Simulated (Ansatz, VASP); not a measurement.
## AgBr in VASP and in Ansatz

The input POSCAR:

```
AgBr
1.0
    0.0000000000      2.8927622870      2.8927622870
    2.8927622870      0.0000000000      2.8927622870
    2.8927622870      2.8927622870      0.0000000000
Ag Br
1 1
Direct
    0.0000000000      0.0000000000      0.0000000000
    0.5000000000      0.5000000000      0.5000000000
```

The input INCAR.step1:

```
SYSTEM = AgBr
ALGO = Normal
EDIFF = 1E-5
ENCUT = 400
GGA = PE
GGA_COMPAT = .FALSE.
ISIF = 2
ISMEAR = 0
LASPH = .TRUE.
LREAL = .FALSE.
LWAVE = .TRUE.
NBANDS = 16
NELM = 120
PREC = Accurate
SIGMA = 0.01
```

File INCAR.step2:

```
SYSTEM = AgBr
ALGO = Normal
EDIFF = 1E-6
ENCUT = 400
GGA = PE
GGA_COMPAT = .FALSE.
HFSCREEN = 0.2079
ISIF = 2
ISMEAR = 0
ISTART = 1
LASPH = .TRUE.
LCHARG = .TRUE.
LELF = .TRUE.
LHFCALC = .TRUE.
LREAL = .FALSE.
LVHAR = .TRUE.
LWAVE = .FALSE.
NBANDS = 16
NELM = 120
PREC = Accurate
PRECFOCK = Normal
SIGMA = 0.01
```

File KPOINTS:

```
k-points
0
G
  6 6 6
  0 0 0
```

Input for Ansatz:

```yaml
crystal:
  lattice:
    - [0.0, 2.892762287, 2.892762287]
    - [2.892762287, 0.0, 2.892762287]
    - [2.892762287, 2.892762287, 0.0]
  atoms:
    - { symbol: Ag, position: [0.0, 0.0, 0.0] }
    - { symbol: Br, position: [0.5, 0.5, 0.5] }
kpoints:
  mp_grid: { grid: [6, 6, 6] }
  band_path:
    path:
      - [0.0, 0.0, 0.0]
      - [0.5, 0.0, 0.5]
      - [0.625, 0.25, 0.625]
      - [0.375, 0.375, 0.75]
      - [0.5, 0.5, 0.5]
      - [0.5, 0.25, 0.75]
    npoints: 1
hamiltonian:
  xc: hse06
scf:
  occupations: { method: fixed }
  n_extra_bands: 4
output:
  forces: true
  stress: true
  eigenvalues: true
```

Alike in both runs: task single point; functional HSE06; k mesh 6 × 6 × 6; no spin polarisation.

|  | VASP | Ansatz |
| --- | --- | --- |
| version | VASP 6.6.1 | Ansatz 0.2.0 |
| potentials or method | VASP PAW PBE potentials, release 64 (Ag, Br) | plane waves, PAW |
| plane-wave cutoff (eV) | 400 | 420 |
| occupations | gaussian, width 0.01 eV | fixed |
| valence electrons in the cell | 18 | 26 |

Ansatz gave:

```
gap on the k mesh at the Fermi level (eV) : 2.03
pressure (GPa)                            : 0.9
```

Task: Estimate VASP's values.

Result: gap on the k mesh at the Fermi level (eV): 2.01; pressure (GPa): 0.6.

VASP's potentials hold 18 valence electrons a cell and Ansatz's 26, so a difference there can come from the potentials and not from the codes. Ansatz's warnings: stress exchange threshold loose, stress scf threshold loose.
